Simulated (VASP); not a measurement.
TaN:

```
Ta N
1.0
     2.87802    0.00000    0.00000
    -1.43901    2.49244    0.00000
     0.00000    0.00000    2.82415
Ta N
1 1
Direct
  0.00000 0.00000 0.50000
  0.66667 0.33333 0.00000
```

This cell differs from its parent crystal: volume scaled by 0.94.

Base run:

* Program: VASP 6.6.1
* Functional: PBEsol
* Potentials or basis: VASP PAW PBE potentials, release 64 (Ta_pv, N)
* Cutoff: 520 eV
* k mesh: 10 × 10 × 9
* Occupations: fermi-dirac, width 0.05 eV
* Spin: no spin polarisation

Its results: band gap on the k mesh zero (band 8 reaches 8.96 eV, above the bottom of band 9 at 8.65 eV); pressure 20.5 GPa.

The run is repeated on the same cell with these changes: functional from PBEsol to r2SCAN. What comes out?

Band gap on the k mesh zero (band 8 reaches 9.17 eV, above the bottom of band 9 at 8.81 eV); pressure 27.3 GPa.

Caveats: the PAW data sets were made with another functional, which shifts forces and pressure a little; spin-orbit coupling is left out, which moves the levels of the heavy elements.
